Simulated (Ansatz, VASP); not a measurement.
# Two plane-wave programs on Cu

```
Cu
1.0
     2.49605    0.00000    0.00000
    -1.24803    2.16164    0.00000
     0.00000    0.00000    8.15010
Cu
4
Cartesian
  1.2480 2.1616 8.1501
  1.2480 2.1616 4.0750
  0.0000 1.4411 2.0375
  1.2480 0.7205 6.1126
```

Alike in both runs: task single point; functional r2SCAN; k mesh 16 × 16 × 5; occupations fermi-dirac, width 0.1 eV; no spin polarisation.

|  | VASP | Ansatz |
| --- | --- | --- |
| version | VASP 6.6.1 | Ansatz 0.2.0 |
| potentials or method | VASP PAW PBE potentials, release 64 (Cu), cutoff 520 eV | plane waves (500 eV) with PAW, scalar-relativistic |
| valence electrons in the cell | 44 | 76 |

|  | VASP | Ansatz | Ansatz less VASP |
| --- | --- | --- | --- |
| pressure (GPa) | 8.0 | 7.3 | -0.70 |
| traceless stress, the component that is largest in VASP (GPa) | 0.04 | 0.08 | +0.040 |

VASP's potentials were made for PBE, not for r2SCAN. VASP's potentials hold 44 valence electrons a cell and Ansatz's 76, so a difference there can come from the potentials and not from the codes.
